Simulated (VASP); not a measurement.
Runs of VASP 6.6.1 on TiSi2. The cells are those of the table. 

```csv
cell,gap on the mesh (eV),pressure (GPa),largest force (eV/Å)
"a = 4.857, b = 8.370, c = 8.666 Å, 24 atoms",none,-2.3,(a)
"a = 4.799, b = 8.269, c = 8.561 Å, 24 atoms",none,2.5,(c)
"a = 4.817, b = 8.300, c = 8.593 Å, 24 atoms",none,-0.5,2.83
"a = 4.892, b = 8.430, c = 8.728 Å, 24 atoms",none,(b),2.50
```

Alike in all rows: task single point; level PBEsol; potentials or basis VASP PAW PBE potentials, release 64 (Ti_sv, Si); no spin polarisation; k mesh 3 × 2 × 2; cutoff (eV) 520; smearing fermi-dirac 0.17 eV.

Q: Fill in the values left out.

A: (a) 3.73; (b) -6.9; (c) 4.12.

Caveats: all runs use coarse meshes; the PAW data sets were made with another functional, which shifts forces and pressure a little.

A gap of «none» marks levels without a gap at the run's occupations.
